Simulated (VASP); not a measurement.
Runs of VASP 6.6.1 on TiO. The structure is that of space group P6_3/mmc (No. 194), or close to it. The cells are those of the table. 

```tsv
level	cell	k mesh	smearing	gap on the mesh (eV)	pressure (GPa)
PBEsol	a = 2.819, b = 2.819, c = 5.456 Å, angles 90.0, 90.0, 120.0°, 4 atoms	18 × 18 × 8	gaussian 0.1 eV	none	0.8
PBEsol	a = 2.852, b = 2.852, c = 5.568 Å, angles 90.0, 90.0, 120.0°, 4 atoms	6 × 6 × 4	gaussian 0.1 eV	none	-9.3
PBEsol	a = 2.852, b = 2.852, c = 5.568 Å, angles 90.0, 90.0, 120.0°, 4 atoms	24 × 24 × 10	gaussian 0.1 eV	none	-9.3
PBEsol	a = 2.852, b = 2.852, c = 5.568 Å, angles 90.0, 90.0, 120.0°, 4 atoms	3 × 3 × 1	gaussian 0.1 eV	none	-7.2
PBEsol+D3(BJ)	a = 2.794, b = 2.794, c = 5.408 Å, angles 90.0, 90.0, 120.0°, 4 atoms	18 × 18 × 8	gaussian 0.1 eV	none	0.9
PBEsol+D4	a = 2.810, b = 2.810, c = 5.432 Å, angles 90.0, 90.0, 120.0°, 4 atoms	18 × 18 × 8	gaussian 0.1 eV	none	0.8
PBEsol	a = 2.852, b = 2.852, c = 5.568 Å, angles 90.0, 90.0, 120.0°, 4 atoms	9 × 9 × 4	gaussian 0.05 eV	none	-9.3
PBEsol	a = 2.852, b = 2.852, c = 5.568 Å, angles 90.0, 90.0, 120.0°, 4 atoms	6 × 6 × 2	gaussian 0.1 eV	none	-9.4
PBEsol	a = 2.852, b = 2.852, c = 5.568 Å, angles 90.0, 90.0, 120.0°, 4 atoms	9 × 9 × 4	gaussian 0.1 eV	none	-9.3
PBEsol	a = 2.852, b = 2.852, c = 5.568 Å, angles 90.0, 90.0, 120.0°, 4 atoms	30 × 30 × 12	gaussian 0.1 eV	none	-9.3
PBEsol	a = 2.852, b = 2.852, c = 5.568 Å, angles 90.0, 90.0, 120.0°, 4 atoms	9 × 9 × 4	gaussian 0.01 eV	none	-9.3
PBEsol	a = 2.852, b = 2.852, c = 5.568 Å, angles 90.0, 90.0, 120.0°, 4 atoms	9 × 9 × 4	gaussian 0.4 eV	none	(a)
```

Alike in all rows: task single point; potentials or basis VASP PAW PBE potentials, release 64 (Ti_sv, O); no spin polarisation; cutoff (eV) 520.

Problem. Fill in the values left out.

Solution. (a) -9.2.

Caveats: some runs use coarse meshes; the PAW data sets were made with another functional, which shifts forces and pressure a little; semilocal functionals often make such compounds metallic where correlation or magnetic order opens a gap, which also shifts bond lengths; pairwise dispersion overbinds metals, which lowers pressure and volume (some runs).

A gap of «none» marks levels without a gap at the run's occupations.
